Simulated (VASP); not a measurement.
# Si (P6_3/mmc) in VASP: a series of runs, part 2 of 2

VASP 6.6.1. The steps go on from the part before.

### 3 Relaxation of cell and atoms, r2SCAN, target pressure 12 GPa, at which the enthalpy is minimised

This run uses another cell than the first one, of 18.18 Å³/atom.

POSCAR

```
Si
1.0
    3.7003781820      0.0000000000      0.0000000000
   -1.8501890910      3.2046215092      0.0000000000
    0.0000000000      0.0000000000      6.1334893351
Si
4
Direct
    0.3333333333      0.6666666667      0.0632991862
    0.6666666667      0.3333333333      0.5632991862
    0.3333333333      0.6666666667      0.4367008138
    0.6666666667      0.3333333333      0.9367008138
```

INCAR.step1

```
SYSTEM = Si
ALGO = Normal ; EDIFF = 1E-4
ENCUT = 600 ; GGA = PE
ISMEAR = 0 ; LASPH = .TRUE.
LCHARG = .FALSE. ; LREAL = .FALSE.
LWAVE = .TRUE. ; NELM = 60
PREC = Accurate ; SIGMA = 0.02
```

INCAR.step2

```
SYSTEM = Si
ALGO = Normal ; EDIFF = 1E-6
EDIFFG = -0.008 ; ENCUT = 600
IBRION = 2 ; ISIF = 3
ISMEAR = 0 ; ISTART = 1
LASPH = .TRUE. ; LCHARG = .FALSE.
LMIXTAU = .TRUE. ; LREAL = .FALSE.
LWAVE = .FALSE. ; METAGGA = R2SCAN
NELM = 60 ; NSW = 70
PREC = Accurate ; PSTRESS = 120.0
SIGMA = 0.02
```

KPOINTS

```
k-points
0
G
  12 12 6
  0 0 0
```

Potentials or basis: VASP PAW PBE potentials, release 64 (Si).

Command:

```console
> cat potpaw_PBE.64/Si/POTCAR > POTCAR
> cp INCAR.step1 INCAR
> mpirun -np 1 vasp_std > vasp.out
> cp INCAR.step2 INCAR
> mpirun -np 1 vasp_std > vasp.out
```

OUTCAR:

```text
SYSTEM = Si
   EDIFF = 1E-6
   EDIFFG = -0.008
   ENCUT = 600
   IBRION = 2
   ISIF = 3
   ISMEAR = 0
   ISTART = 1
   LASPH = .TRUE.
   LREAL = .FALSE.
   METAGGA = R2SCAN
   NELM = 60
   NSW = 70
   PREC = Accurate
   PSTRESS = 120.0

 ion  position               nearest neighbor table
   1  0.333  0.667  0.063-   4 2.27   4 2.27   4 2.27   3 2.29
   2  0.667  0.333  0.563-   3 2.27   3 2.27   3 2.27   4 2.29
   3  0.333  0.667  0.437-   2 2.27   2 2.27   2 2.27   1 2.29
   4  0.667  0.333  0.937-   1 2.27   1 2.27   1 2.27   2 2.29

  LATTYP: Found a hexagonal cell.
 ALAT       =     3.7003781820
 C/A-ratio  =     1.6575304019

  Lattice vectors:

 A1 = (   3.7003781820,   0.0000000000,   0.0000000000)
 A2 = (  -1.8501890910,   3.2046215092,   0.0000000000)
 A3 = (   0.0000000000,   0.0000000000,   6.1334893351)

Analysis of symmetry for initial positions (statically):
[... 354 lines left out ...]
 cond. band min:       7.4807689428   @ k =   0.5000  -0.0000   0.0000
 fundamental gap:      0.3806532526
 Fermi energy:         7.2170766489

 k-point     1 :       0.0000    0.0000    0.0000
  band No.  band energies     occupation
      1      -6.4979      2.00000
      2      -3.8396      2.00000
      3      -1.0546      2.00000
      4       5.3281      2.00000
      5       5.3281      2.00000
      6       6.5969      2.00000
      7       7.1001      2.00000
      8       7.1001      2.00000
      9       8.7830      0.00000
     10       9.1842      0.00000
     11       9.1842      0.00000
     12       9.6648      0.00000
[... 331 lines left out ...]
 k-point    24 :       0.3333   -0.0000    0.1667
  band No.  band energies     occupation
      1      -4.9700      2.00000
      2      -2.8224      2.00000
      3      -0.5857      2.00000
      4       1.6871      2.00000
      5       2.0084      2.00000
      6       3.9345      2.00000
      7       4.9034      2.00000
      8       5.5142      2.00000
      9       7.8806      0.00000
     10       9.3537      0.00000
     11       9.8452      0.00000
     12      10.8542      0.00000

 [... further k-points ...]
[... 5 lines left out ...]
  --------------------------------------------------------------------------------------
  -------------------------------------------------------------------------------------
  Total        5.4442676      5.4442676      5.4510671      0.0000000      0.0000000      0.0000000
  in kB      119.8256002    119.8256002    119.9752542      0.0000000      0.0000000      0.0000000
  external PRESSURE =      -0.1245152 kB  Pullay stress =     120.0000000 kB
[... 23 lines left out ...]
  energy  without entropy=      -34.7851708724  energy(sigma->0) =      -34.78517087

  enthalpy is  TOTEN    =       -29.3329794371 eV   P V=        5.4521914353

 reached required accuracy - stopping structural energy minimisation
```

OUTCAR.step1:

```text
SYSTEM = Si
   EDIFF = 1E-4
   ENCUT = 600
   GGA = PE
   ISMEAR = 0
   LASPH = .TRUE.
   LREAL = .FALSE.
   NELM = 60
[... 590 lines left out ...]
      1.85019      1.06821      3.45499         0.000000     -0.000000      0.029608
     -0.00000      2.13641      2.67850        -0.000000      0.000000     -0.029608
      1.85019      1.06821      5.74524         0.000000     -0.000000     -0.029608
 -----------------------------------------------------------------------------------
    total drift:                               -0.000000      0.000000     -0.000000

  FREE ENERGIE OF THE ION-ELECTRON SYSTEM (eV)
  ---------------------------------------------------
  free  energy   TOTEN  =       -21.3207224921 eV

  energy  without entropy=      -21.3207224921  energy(sigma->0) =      -21.32072249
```

It took 4.6 min on 1 thread of Intel Xeon 6975P-C (Granite Rapids), shared host; peak memory 0.24 GiB.

Results:

```yaml
Free_energy: -34.7852 eV
Relaxed_volume: 18.20 Å³/atom
Relaxed_cell: a = 3.701 Å, b = 3.701 Å, c = 6.138 Å, α = 90.00°, β = 90.00°, γ = 120.00°
Space_group_after_relaxing_to_0.1_Å: P6_3/mmc (No. 194)
Energy_change_on_relaxing_the_run_minimises_the_enthalpy: -1.2 meV/atom
Ionic_steps: 5
Pressure_after_relaxing: 12.0 GPa
Largest_force_after_relaxing: 0.003 eV/Å
Band_gap_on_the_k_mesh: 0.38 eV (least direct gap 1.68 eV)
```

Forces on the atoms (eV/Å):
```
Si   0.000  0.000  0.003
Si   0.000  0.000  0.003
Si   0.000  0.000 -0.003
Si   0.000  0.000 -0.003
```

Step by step:
```
step  energy change (eV)  largest force (eV/Å)  pressure (GPa)  volume (Å³)
   1              0.0000                0.0313           12.12        72.73
   2             -0.0106                0.0213           11.83        72.87
   3             -0.0051                0.0065           11.97        72.80
   4             -0.0053                0.0052           11.98        72.80
   5             -0.0047                0.0032           11.99        72.79
```

Final structure:
```xyz
4
Lattice="3.7006 0.0000 0.0000 -1.8503 3.2048 0.0000 0.0000 0.0000 6.1381" Properties=species:S:1:pos:R:3 pbc="T T T"
Si    0.0000    2.1365    0.3897
Si    1.8503    1.0683    3.4588
Si    0.0000    2.1365    2.6794
Si    1.8503    1.0683    5.7484
```

Levels at points of the mesh, in eV from the valence-band top:
```
           k point  band 4  band 5  band 6  band 7  band 8  band 9  band 10  band 11  band 12
(0.00, 0.00, 0.00)   -1.77   -1.77   -0.50    0.00    0.00    1.68     2.08     2.08     2.56
(0.50, 0.00, 0.00)   -6.58   -5.42   -3.56   -3.55   -1.68    0.38     2.73     3.06     3.20
(0.00, 0.00, 0.50)   -4.73   -1.09   -1.09   -1.09   -1.09    2.44     2.44     3.16     3.16
(0.50, 0.00, 0.50)   -8.08   -2.86   -2.86   -2.83   -2.83    1.11     1.11     1.66     1.66
```

Caveat: the cell is relaxed towards a set pressure, so the run minimises the enthalpy, not the energy; semilocal functionals underestimate gaps, and a narrow one can read as zero; the PAW data sets were made with another functional, which shifts forces and pressure a little. A k mesh can miss the band edges.

### 4 Single point, r2SCAN (uniaxial strain along c: +3.0 %, then relaxed in part)

POSCAR

```
Si
1.0
    3.8171206607      0.0000000000      0.0000000000
   -1.9085603304      3.3057234615      0.0000000000
    0.0000000000      0.0000000000      6.5320745130
Si
4
Direct
    0.3333333336      0.6666666664      0.0647588095
    0.6666666664      0.3333333336      0.5647588095
    0.3333333336      0.6666666664      0.4352411905
    0.6666666664      0.3333333336      0.9352411905
```

INCAR.step1

```
ALGO = Normal
EDIFF = 1E-4
ENCUT = 520
GGA = PE
ISMEAR = 0
LASPH = T
LCHARG = F
LREAL = F
LWAVE = T
NBANDS = 16
NELM = 60
PREC = Accurate
SIGMA = 0.02
```

INCAR.step2

```
ALGO = Normal
EDIFF = 1E-7
ENCUT = 520
ISIF = 2
ISMEAR = 0
ISTART = 1
LASPH = T
LCHARG = F
LMIXTAU = T
LREAL = F
LWAVE = F
METAGGA = R2SCAN
NBANDS = 16
NELM = 60
PREC = Accurate
SIGMA = 0.02
```

KPOINTS

```
k-points
0
Gamma
  12 12 4
```

Potentials or basis: VASP PAW PBE potentials, release 64 (Si).

Command:

```console
> cat potpaw_PBE.64/Si/POTCAR > POTCAR
> cp INCAR.step1 INCAR
> mpirun -np 1 vasp_std > vasp.out
> cp INCAR.step2 INCAR
> mpirun -np 1 vasp_std > vasp.out
```

OUTCAR:

```text
EDIFF = 1E-7
   ENCUT = 520
   ISIF = 2
   ISMEAR = 0
   ISTART = 1
   LASPH = T
   LREAL = F
   METAGGA = R2SCAN
   NELM = 60
   PREC = Accurate

 ion  position               nearest neighbor table
   1  0.333  0.667  0.065-   4 2.36   4 2.36   4 2.36   3 2.42
   2  0.667  0.333  0.565-   3 2.36   3 2.36   3 2.36   4 2.42
   3  0.333  0.667  0.435-   2 2.36   2 2.36   2 2.36   1 2.42
   4  0.667  0.333  0.935-   1 2.36   1 2.36   1 2.36   2 2.42

  LATTYP: Found a hexagonal cell.
 ALAT       =     3.8171206607
[... 648 lines left out ...]
     15      13.1501      0.00000
     16      13.7877      0.00000

 [... further k-points ...]
[... 5 lines left out ...]
  --------------------------------------------------------------------------------------
  -------------------------------------------------------------------------------------
  Total       -0.1038575     -0.1038575     -3.2923501      0.0000000      0.0000000     -0.0000000
  in kB       -2.0188073     -2.0188073    -63.9975061      0.0000000      0.0000000     -0.0000000
  external PRESSURE =     -22.6783736 kB  Pullay stress =       0.0000000 kB

 VOLUME and BASIS-vectors are now :
 -----------------------------------------------------------------------------
  energy-cutoff  :      520.00
  volume of cell :       82.42
      direct lattice vectors                 reciprocal lattice vectors
     3.817120661  0.000000000  0.000000000     0.261977571  0.151252821  0.000000000
    -1.908560330  3.305723461  0.000000000     0.000000000  0.302505643  0.000000000
     0.000000000  0.000000000  6.532074513     0.000000000  0.000000000  0.153090721

 POSITION                                       TOTAL-FORCE (eV/Angst)
 -----------------------------------------------------------------------------------
      0.00000      2.20382      0.42301        -0.000000     -0.000000     -0.004434
      1.90856      1.10191      3.68905         0.000000      0.000000     -0.004434
      0.00000      2.20382      2.84303        -0.000000     -0.000000      0.004434
      1.90856      1.10191      6.10907        -0.000000      0.000000      0.004434
 -----------------------------------------------------------------------------------
    total drift:                               -0.000000      0.000000     -0.000000

  FREE ENERGIE OF THE ION-ELECTRON SYSTEM (eV)
  ---------------------------------------------------
  free  energy   TOTEN  =       -34.9992522900 eV

  energy  without entropy=      -34.9992522900  energy(sigma->0) =      -34.99925229
```

OSZICAR.step1:

```text
N       E                     dE             d eps       ncg     rms          rms(c)
DAV:   1     0.245983157770E+02    0.24598E+02   -0.60033E+03  1824   0.822E+02
DAV:   2    -0.201212247132E+02   -0.44720E+02   -0.40697E+02  2456   0.118E+02
DAV:   3    -0.219424893508E+02   -0.18213E+01   -0.18057E+01  2464   0.221E+01
DAV:   4    -0.219643063336E+02   -0.21817E-01   -0.21811E-01  2256   0.311E+00
DAV:   5    -0.219646934317E+02   -0.38710E-03   -0.38709E-03  2512   0.393E-01    0.665E+00
DAV:   6    -0.217254578110E+02    0.23924E+00   -0.10140E-01  2176   0.153E+00    0.403E+00
DAV:   7    -0.216164695596E+02    0.10899E+00   -0.21358E-01  2216   0.229E+00    0.250E-01
DAV:   8    -0.216186987381E+02   -0.22292E-02   -0.17278E-02  2160   0.704E-01    0.128E-01
DAV:   9    -0.216190237492E+02   -0.32501E-03   -0.63606E-04  2448   0.148E-01    0.908E-02
DAV:  10    -0.216192023353E+02   -0.17859E-03   -0.19087E-04  2104   0.694E-02    0.207E-02
DAV:  11    -0.216192131692E+02   -0.10834E-04   -0.20070E-05  1256   0.249E-02
   1 F= -.21619213E+02 E0= -.21619213E+02  d E =-.113828E-11
```

Run time: 6.4 min. Hardware: 1 thread of Intel Xeon 8259CL, shared host; peak memory 0.22 GiB.

Results:

```yaml
Free_energy: -34.9993 eV
Pressure: -2.3 GPa
Largest_force: 0.004 eV/Å
Band_gap_on_the_k_mesh: 0.77 eV (least direct gap 1.65 eV)
```

Forces on the atoms (eV/Å):
```
Si   0.000  0.000 -0.004
Si   0.000  0.000 -0.004
Si   0.000  0.000  0.004
Si   0.000  0.000  0.004
```

Caveat: the cell differs from its parent crystal (uniaxial strain along c: +3.0 %, then relaxed in part); the stress differs along the axes, from -6 to -0 GPa; semilocal functionals underestimate gaps, and a narrow one can read as zero; the PAW data sets were made with another functional, which shifts forces and pressure a little. A k mesh can miss the band edges.

### 5 Overview

```csv
task,cell,k mesh,cutoff (eV),smearing,gap on the mesh (eV),pressure (GPa)
relaxation of cell and atoms,"relaxed to 90 GPa from a = 3.364, b = 3.364, c = 5.679 Å, angles 90.0, 90.0, 120.0°, 4 atoms, atomic positions A",12 × 12 × 8,600,gaussian 0.1 eV,none,90.0
relaxation of cell and atoms,"relaxed to 12 GPa from a = 3.700, b = 3.700, c = 6.133 Å, angles 90.0, 90.0, 120.0°, 4 atoms, atomic positions B",12 × 12 × 6,600,gaussian 0.02 eV,0.38,12.0
single point,"a = 3.817, b = 3.817, c = 6.532 Å, angles 90.0, 90.0, 120.0°, 4 atoms, atomic positions C",12 × 12 × 4,520,gaussian 0.02 eV,0.77,-2.3
```

Alike in all rows: level r2SCAN; potentials or basis VASP PAW PBE potentials, release 64 (Si); no spin polarisation.

Caveats: the PAW data sets were made with another functional, which shifts forces and pressure a little; the cell is relaxed towards a set pressure, so the run minimises the enthalpy, not the energy (at least some runs); semilocal functionals underestimate gaps, and a narrow one can read as zero (at least some runs); the stress differs along the axes, from -6 to -0 GPa (at least some runs).

Total energies depend on the potentials used, so only differences within one code and one set of settings carry meaning.

The gap in the log of VASP goes by the Fermi energy; the results here count the filled bands.